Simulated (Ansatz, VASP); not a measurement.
# Sb2S: VASP beside Ansatz

```xyz
3
Lattice="5.2210 0.0000 0.0000 -2.6105 4.5215 0.0000 0.0000 0.0000 3.0359" Properties=species:S:1:pos:R:3 pbc="T T T"
Sb    0.0000    3.0144    1.5180
Sb    2.6105    1.5072    1.5180
S     0.0000    0.0000    0.0000
```

Change from the starting cell: species swapped into the DyHg2 type (P6/mmm, No. 191).

Alike in both runs: functional PBE; k mesh 12 × 12 × 14; occupations gaussian, width 0.1 eV; no spin polarisation.

Ansatz relaxed the structure, and its values are those at the end. VASP's run is a single point on that final structure, the one shown.

|  | VASP | Ansatz |
| --- | --- | --- |
| version | VASP 6.6.1 | Ansatz 0.2.0 |
| potentials or method | VASP PAW PBE potentials, release 64 (Sb, S), cutoff 520 eV | scalar-relativistic, plane waves, PAW |
| valence electrons in the cell | 16 | 36 |

```tsv
	VASP	Ansatz	Ansatz less VASP
gap on the k mesh at the Fermi level (eV)	none	none	-
pressure (GPa)	-0.1	0.0	+0.13
```

A gap of «none» marks a metal or a gap that the smearing closes. VASP's potentials hold 16 valence electrons a cell and Ansatz's 36, so a difference there can come from the potentials and not from the codes.

Neither program's run includes spin-orbit coupling.
